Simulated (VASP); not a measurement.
Set up this calculation in VASP 6.6.1, as the native input.

| Item | Value |
| --- | --- |
| Task | relaxation of cell and atoms |
| Functional | PBEsol |
| Potentials or basis | VASP PAW PBE potentials, release 64 (Ru_pv) |
| Cutoff | 500 eV |
| k mesh | 8 × 8 × 8 |
| Occupations | gaussian, width 0.1 eV |
| Spin | no spin polarisation |
| Dipole correction | no |
| Further INCAR settings | ALGO = Normal; EDIFF = 1e-07; IBRION = 2; EDIFFG = -0.04; NSW = 90; ISIF = 3 |

The structure of Ru lies in POSCAR:

```
Ru
1.0
   -1.5504255947      1.5504255947      1.5504255947
    1.5504255947     -1.5504255947      1.5504255947
    1.5504255947      1.5504255947     -1.5504255947
Ru
1
Direct
    0.0000000000      0.0000000000      0.0000000000
```

These files were run (other wordings do the same):

INCAR

```
  ALGO = Normal
  EDIFF = 1E-7
  EDIFFG = -0.04
  ENCUT = 500
  GGA = PS
  GGA_COMPAT = F
  IBRION = 2
  ISIF = 3
  ISMEAR = 0
  LASPH = T
  LCHARG = F
  LREAL = F
  LWAVE = F
  NELM = 120
  NELMIN = 4
  NSW = 90
  PREC = Accurate
  SIGMA = 0.1
```

KPOINTS

```
k-points
0
Gamma
  8 8 8
```

Potentials or basis: VASP PAW PBE potentials, release 64 (Ru_pv).

Run with:

```sh
$ cat potpaw_PBE.64/Ru_pv/POTCAR > POTCAR
$ mpirun -np 1 vasp_std > vasp.out
```

It gave:

* Relaxed volume: 13.73 Å³/atom
* Relaxed cell: a = 2.613 Å, b = 2.613 Å, c = 2.613 Å, α = 109.47°, β = 109.47°, γ = 109.47°
* Space group after relaxing (to 0.05 Å): Im-3m (No. 229)
* Energy gained by relaxing: 85.0 meV/atom
* Ionic steps: 5
* Pressure after relaxing: 0.0 GPa
* Band gap on the k mesh: zero (band 7 reaches 14.54 eV, above the bottom of band 8 at 11.31 eV)

Caveat: the PAW data sets were made with another functional, which shifts forces and pressure a little.

It took 20 s on 1 thread of Intel(R) Xeon(R) Platinum 8375C CPU @ 2.90GHz (Ice Lake), on a shared host, peak memory 0.13 GiB.
